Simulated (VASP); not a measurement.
# CdHg3Se4 (I-42m) in VASP: relaxation of cell and atoms with PBE

Aim: the relaxation of cell and atoms of CdHg3Se4 with PBE.

Everything below comes from runs of VASP 6.6.1. Logs are shortened: lines on timing, memory, paths and dates and some standing lists are left out, and cuts for length are marked.

**1. The cell of the first run**

It takes space group I-42m (No. 121, tetragonal). The conventional cell has a = 6.259 Å, b = 6.259 Å, c = 12.521 Å, α = 90.00°, β = 90.00°, γ = 90.00°. Cd (site symmetry -42m) has 4 Se at 2.69 Å within 3.6 Å. Hg (site symmetry -4) has 4 Se at 2.72 Å within 3.6 Å. Hg (site symmetry -42m) has 4 Se at 2.72 Å within 3.6 Å. Within 3.6 Å of Se (site symmetry m) lie 1 Cd at 2.69 Å and 3 Hg at 2.72 Å.

**2. Relaxation of cell and atoms, PBE**

Input file INCAR:

```
SYSTEM = CdHg3Se4
PREC = Accurate ; ENCUT = 600
EDIFF = 1E-6 ; ISMEAR = 0
SIGMA = 0.1 ; LREAL = .FALSE.
LASPH = .TRUE. ; NELM = 60
ALGO = Fast ; ISIF = 3
LWAVE = .FALSE. ; LCHARG = .FALSE.
GGA = PE ; IBRION = 2
NSW = 100 ; EDIFFG = -0.01
KPAR = 4
```

Input file KPOINTS:

```
Automatic mesh
0
G
  8 8 8
  0 0 0
```

Input file POSCAR:

```
CdHg3Se4
1.0
   -3.1292956619      3.1292956619      6.2606015771
    3.1292956619     -3.1292956619      6.2606015771
    3.1292956619      3.1292956619     -6.2606015771
Cd Hg Se
1 3 4
Direct
    0.0000000000      0.0000000000      0.0000000000
    0.7500000000      0.2500000000      0.5000000000
    0.5000000000      0.5000000000      0.0000000000
    0.2500000000      0.7500000000      0.5000000000
    0.3725394532      0.3725394532      0.4966723532
    0.1241329000      0.6274605468      0.0000000000
    0.8758671000      0.8758671000      0.5033276468
    0.6274605468      0.1241329000      0.0000000000
```

Potentials or basis: VASP PAW PBE potentials, release 64 (Cd, Hg, Se).

Launch:

```bash
$ cat potpaw_PBE.64/Cd/POTCAR potpaw_PBE.64/Hg/POTCAR potpaw_PBE.64/Se/POTCAR > POTCAR
$ mpirun -np 4 vasp_std > vasp.out
```

OUTCAR:

```text
SYSTEM = CdHg3Se4
   PREC = Accurate
   ENCUT = 600
   EDIFF = 1E-6
   ISMEAR = 0
   LREAL = .FALSE.
   LASPH = .TRUE.
   NELM = 60
   ISIF = 3
   GGA = PE
   IBRION = 2
   NSW = 100
   EDIFFG = -0.01

 ion  position               nearest neighbor table
   1  0.000  0.000  0.000-   5 2.69   6 2.69   7 2.69   8 2.69
   2  0.750  0.250  0.500-   5 2.72   6 2.72   7 2.72   8 2.72
   3  0.500  0.500  0.000-   7 2.72   6 2.72   8 2.72   5 2.72
   4  0.250  0.750  0.500-   5 2.72   7 2.72   8 2.72   6 2.72
   5  0.373  0.373  0.497-   1 2.69   2 2.72   4 2.72   3 2.72
   6  0.124  0.627  0.000-   1 2.69   4 2.72   2 2.72   3 2.72
   7  0.876  0.876  0.503-   1 2.69   2 2.72   4 2.72   3 2.72
   8  0.627  0.124  0.000-   1 2.69   2 2.72   4 2.72   3 2.72

  LATTYP: Found a body centered tetragonal cell.
 ALAT       =     6.2585913238
 C/A-ratio  =     2.0006423980

  Lattice vectors:

 A1 = (  -3.1292956619,   3.1292956619,   6.2606015771)
 A2 = (   3.1292956619,  -3.1292956619,   6.2606015771)
 A3 = (   3.1292956619,   3.1292956619,  -6.2606015771)

Analysis of symmetry for initial positions (statically):
=====================================================================
 Subroutine PRICEL returns:
 Original cell was already a primitive cell.

 Routine SETGRP: Setting up the symmetry group for a
 body centered tetragonal supercell.

 Subroutine GETGRP returns: Found  8 space group operations
 (whereof  8 operations were pure point group operations)
 out of a pool of 16 trial point group operations.

The static configuration has the point symmetry D_2d.

Analysis of symmetry for dynamics (positions and initial velocities):
=====================================================================
 Subroutine PRICEL returns:
 Original cell was already a primitive cell.

 Routine SETGRP: Setting up the symmetry group for a
 body centered tetragonal supercell.

 Subroutine GETGRP returns: Found  8 space group operations
 (whereof  8 operations were pure point group operations)
 out of a pool of 16 trial point group operations.

The dynamic configuration has the point symmetry D_2d.

 Subroutine INISYM returns: Found  8 space group operations
 (whereof  8 operations are pure point group operations),
 and found     1 'primitive' translations

----------------------------------------------------------------------------------------

                                     Primitive cell

  volume of cell :     245.2275

  direct lattice vectors                    reciprocal lattice vectors
    -3.129295662  3.129295662  6.260601577     0.000000000  0.159780364  0.079864530
     3.129295662 -3.129295662  6.260601577     0.159780364  0.000000000  0.079864530
     3.129295662  3.129295662 -6.260601577     0.159780364  0.159780364  0.000000000

  length of vectors
     7.666819079  7.666819079  7.666819079     0.178628407  0.178628407  0.225963558

  position of ions in fractional coordinates (direct lattice)
     0.000000000  0.000000000  0.000000000
     0.750000000  0.250000000  0.500000000
     0.500000000  0.500000000  0.000000000
     0.250000000  0.750000000  0.500000000
     0.372539453  0.372539453  0.496672353
     0.124132900  0.627460547  0.000000000
     0.875867100  0.875867100  0.503327647
     0.627460547  0.124132900  0.000000000

  ion indices of the primitive-cell ions
   primitive index   ion index
                 1           1
                 2           2
                 3           3
                 4           4
                 5           5
                 6           6
                 7           7
                 8           8

----------------------------------------------------------------------------------------

 KPOINTS: Automatic mesh

Automatic generation of k-mesh.
 Grid dimensions read from file:
 generate k-points for:    8    8    8
[... 46 lines left out ...]
   k-points           NKPTS =     59   k-points in BZ     NKDIM =     59   number of bands    NBANDS=     43
   number of dos      NEDOS =    301   number of ions     NIONS =      8
   total plane-waves  NPLWV = 262144
   dimension x,y,z NGX =    64 NGY =   64 NGZ =   64
   dimension x,y,z NGXF=   128 NGYF=  128 NGZF=  128
   ions per type =               1   3   4
   NGX,Y,Z   is equivalent  to a cutoff of  13.88, 13.88, 13.88 a.u.
   NGXF,Y,Z  is equivalent  to a cutoff of  27.76, 27.76, 27.76 a.u.
 SYSTEM =  CdHg3Se4
   PREC   = accura    normal or accurate (medium, high low for compatibility)
   ISTART =      0    job   : 0-new  1-cont  2-samecut
   ICHARG =      2    charge: 1-file 2-atom 10-const
   ISPIN  =      1    spin polarized calculation?
   LNONCOLLINEAR =      F non collinear calculations
   LSORBIT =      F    spin-orbit coupling
   LASPH  =      T    aspherical Exc in radial PAW
   ENCUT  =  600.0 eV  44.10 Ry    6.64 a.u.  15.31 15.31 15.31*2*pi/ulx,y,z
   NELM   =     60;   NELMIN=  2; NELMDL= -5     # of ELM steps
   EDIFF  = 0.1E-05   stopping-criterion for ELM
   LREAL  =      F    real-space projection
   EDIFFG = -.1E-01   stopping-criterion for IOM
   NSW    =    100    number of steps for IOM
   IBRION =      2    ionic relax: 0-MD 1-quasi-New 2-CG
   NFREE  =      1    steps in history (QN), initial steepest desc. (CG)
   ISIF   =      3    stress and relaxation
   ISYM   =      2    0-nonsym 1-usesym 2-fastsym
   POTIM  = 0.5000    time-step for ionic-motion
   TEBEG  =    0.0;   TEEND  =   0.0 temperature during run
   PSTRESS=    0.0 pullay stress
   NELECT =      72.0000    total number of electrons
   NUPDOWN=      -1.0000    fix difference up-down
   EMIN   =  10.00;   EMAX   =-10.00  energy-range for DOS
   EFERMI =   0.00;   METHOD = LEGACY
   ISMEAR =     0;   SIGMA  =   0.10  broadening in eV -4-tet -1-fermi 0-gaus
   EFERMI_NEDOS =   21; number of points for ismear=-14 and -15
   IALGO  =     68    algorithm
   IMIX   =      4    mixing-type and parameters
     AMIX     =   0.40;   BMIX     =  1.00
     AMIX_MAG =   1.60;   BMIX_MAG =  1.00
  volume/ion in A,a.u.               =      30.65       206.86
  Fermi-wavevector in a.u.,A,eV,Ry     =   1.088084  2.056181 16.108313  1.183928
  Thomas-Fermi vector in A             =   2.224258
   LORBIT       =      0    0 simple, 1 ext, 2 COOP (PROOUT), +10 PAW based schemes
   GGA     = PE    functional components
   LHFCALC =     F    Hartree Fock is set to
   AEXX    =    0.0000 exact exchange contribution
   IVDW    =     0    specifies the selected vdW correction
   LEPSILON=     F    determine dielectric tensor
   LRPA    =     F    only Hartree local field effects (RPA)
 conjugate gradient relaxation of ions
 non-spin polarized calculation
 RMM-DIIS sequential band-by-band and
 Gauss-broadening in eV      SIGMA  =   0.10
  energy-cutoff  :      600.00
  volume of cell :      245.23
 maximum number of plane-waves:      8225
 NGX is ok and might be reduce to    64
   NGX = 31   NGY = 31   NGZ = 31

--------------------------------------- Ionic step        1  -------------------------------------------

 number of electron      71.9999998 magnetization

 Free energy of the ion-electron system (eV)
  ---------------------------------------------------
  ext. energy  EPLUGINS =         0.00000000
  ---------------------------------------------------
  free energy    TOTEN  =       -17.74262674 eV

  energy without entropy =      -17.74206223  energy(sigma->0) =      -17.74234448

------------------------ aborting loop because EDIFF is reached ----------------------------------------

  FORCE on cell =-STRESS in cart. coord.  units (eV):
  Direction    XX          YY          ZZ          XY          YZ          ZX
  --------------------------------------------------------------------------------------
  -------------------------------------------------------------------------------------
  Total       -0.1378091     -0.1378091     -0.1401911      0.0000000      0.0000000      0.0000000
  in kB       -0.9003663     -0.9003663     -0.9159287      0.0000000      0.0000000      0.0000000
  external PRESSURE =      -0.9055537 kB  Pullay stress =       0.0000000 kB

 VOLUME and BASIS-vectors are now :
 -----------------------------------------------------------------------------
  energy-cutoff  :      600.00
  volume of cell :      245.23
      direct lattice vectors                 reciprocal lattice vectors
    -3.129295662  3.129295662  6.260601577     0.000000000  0.159780364  0.079864530
     3.129295662 -3.129295662  6.260601577     0.159780364  0.000000000  0.079864530
     3.129295662  3.129295662 -6.260601577     0.159780364  0.159780364  0.000000000

 POSITION                                       TOTAL-FORCE (eV/Angst)
 -----------------------------------------------------------------------------------
      0.00000      0.00000      0.00000         0.000000     -0.000000     -0.000000
      0.00000      3.12930      3.13030         0.000000     -0.000000      0.000000
      0.00000      0.00000      6.26060         0.000000     -0.000000      0.000000
      3.12930      0.00000      3.13030         0.000000     -0.000000     -0.000000
      1.55423      1.55423      1.55517         0.006174      0.006174      0.005069
      1.57506     -1.57506      4.70543        -0.006174      0.006174     -0.005069
      1.57506      1.57506      7.81578        -0.006174     -0.006174      0.005069
     -1.57506      1.57506      4.70543         0.006174     -0.006174     -0.005069
 -----------------------------------------------------------------------------------
    total drift:                               -0.000001     -0.000001     -0.000001

  FREE ENERGIE OF THE ION-ELECTRON SYSTEM (eV)
  ---------------------------------------------------
  free  energy   TOTEN  =       -17.7426267394 eV

  energy  without entropy=      -17.7420622279  energy(sigma->0) =      -17.74234448

--------------------------------------- Ionic step        2  -------------------------------------------

 number of electron      71.9999998 magnetization

 Free energy of the ion-electron system (eV)
  ---------------------------------------------------
  ext. energy  EPLUGINS =         0.00000000
  ---------------------------------------------------
  free energy    TOTEN  =       -17.74281332 eV

  energy without entropy =      -17.74224986  energy(sigma->0) =      -17.74253159

 E-fermi :   0.8829     XC(G=0):  -8.6231

 val. band max:        0.8090073034   @ k =   0.0000   0.0000   0.0000
 cond. band min:       1.2464180995   @ k =  -0.1250  -0.1250   0.1250
 fundamental gap:      0.4374107961
 Fermi energy:         0.8828954765

 k-point     1 :       0.0000    0.0000    0.0000
  band No.  band energies     occupation
      1     -11.9091      2.00000
      2     -11.4202      2.00000
      3     -11.4202      2.00000
      4     -11.4199      2.00000
      5      -7.0096      2.00000
      6      -7.0096      2.00000
[... 1093 lines left out ...]
     42       6.1118      0.00000
     43       6.2163      0.00000

 [... further k-points ...]

------------------------ aborting loop because EDIFF is reached ----------------------------------------

  FORCE on cell =-STRESS in cart. coord.  units (eV):
  Direction    XX          YY          ZZ          XY          YZ          ZX
  --------------------------------------------------------------------------------------
  -------------------------------------------------------------------------------------
  Total        0.0257118      0.0257118      0.0238840      0.0000000      0.0000000      0.0000000
  in kB        0.1684083      0.1684083      0.1564362      0.0000000      0.0000000      0.0000000
  external PRESSURE =       0.1644176 kB  Pullay stress =       0.0000000 kB

 VOLUME and BASIS-vectors are now :
 -----------------------------------------------------------------------------
  energy-cutoff  :      600.00
  volume of cell :      244.61
      direct lattice vectors                 reciprocal lattice vectors
    -3.126695109  3.126695109  6.255308873     0.000000000  0.159913257  0.079932104
     3.126695109 -3.126695109  6.255308873     0.159913257  0.000000000  0.079932104
     3.126695109  3.126695109 -6.255308873     0.159913257  0.159913257  0.000000000

 POSITION                                       TOTAL-FORCE (eV/Angst)
 -----------------------------------------------------------------------------------
      0.00000      6.25339      0.00000        -0.000000      0.000000     -0.000000
      0.00000      3.12670      3.12765         0.000000     -0.000000      0.000000
      3.12670      3.12670      0.00000         0.000000      0.000000      0.000000
      3.12670      0.00000      3.12765        -0.000000      0.000000      0.000000
      1.55324      1.55324      1.55410         0.004148      0.004148      0.003186
      1.57345     -1.57345      4.70120        -0.004148      0.004148     -0.003186
      1.57345      1.57345      7.80941        -0.004148     -0.004148      0.003186
     -1.57345      1.57345      4.70120         0.004148     -0.004148     -0.003186
 -----------------------------------------------------------------------------------
    total drift:                               -0.000001     -0.000001     -0.000001

  FREE ENERGIE OF THE ION-ELECTRON SYSTEM (eV)
  ---------------------------------------------------
  free  energy   TOTEN  =       -17.7428133159 eV

  energy  without entropy=      -17.7422498646  energy(sigma->0) =      -17.74253159

 reached required accuracy - stopping structural energy minimisation
```

It took 11 min on 4 MPI ranks of Oxide Virtual Turin-like, shared host; peak memory 1.1 GiB.

What came out:

* Free energy: -17.7428 eV
* Relaxed volume: 30.58 Å³/atom
* Relaxed cell: a = 7.660 Å, b = 7.660 Å, c = 7.660 Å, α = 131.82°, β = 131.82°, γ = 70.51°
* Space group after relaxing (to 0.1 Å): I-42m (No. 121)
* Energy gained by relaxing: 0.0 meV/atom
* Ionic steps: 2
* Pressure after relaxing: 0.0 GPa
* Largest force after relaxing: 0.007 eV/Å
* Band gap on the k mesh: zero (filled and empty bands touch)

Forces in eV/Å, atoms in the order of the input:
```
Cd   0.000  0.000  0.000
Hg   0.000  0.000  0.000
Hg   0.000  0.000  0.000
Hg   0.000  0.000  0.000
Se   0.004  0.004  0.003
Se  -0.004  0.004 -0.003
Se  -0.004 -0.004  0.003
Se   0.004 -0.004 -0.003
```

Step by step:
| step | energy change (eV) | largest force (eV/Å) | pressure (GPa) | volume (Å³) |
| --- | --- | --- | --- | --- |
| 1 | 0.0000 | 0.0101 | -0.09 | 245.23 |
| 2 | -0.0002 | 0.0067 | 0.02 | 244.61 |

Final structure:
```
Cd Hg Se
1.0
    -3.12670    3.12670    6.25531
     3.12670   -3.12670    6.25531
     3.12670    3.12670   -6.25531
Cd Hg Se
1 3 4
Cartesian
  0.0000 6.2534 0.0000
  0.0000 3.1267 3.1277
  3.1267 3.1267 0.0000
  3.1267 0.0000 3.1277
  1.5532 1.5532 1.5541
  1.5735 -1.5735 4.7012
  1.5735 1.5735 7.8094
  -1.5735 1.5735 4.7012
```

Caveat: semilocal functionals underestimate gaps, and a narrow one can read as zero; spin-orbit coupling is left out, which moves the levels of the heavy elements.

The gap in the log of VASP goes by the Fermi energy; the results here count the filled bands.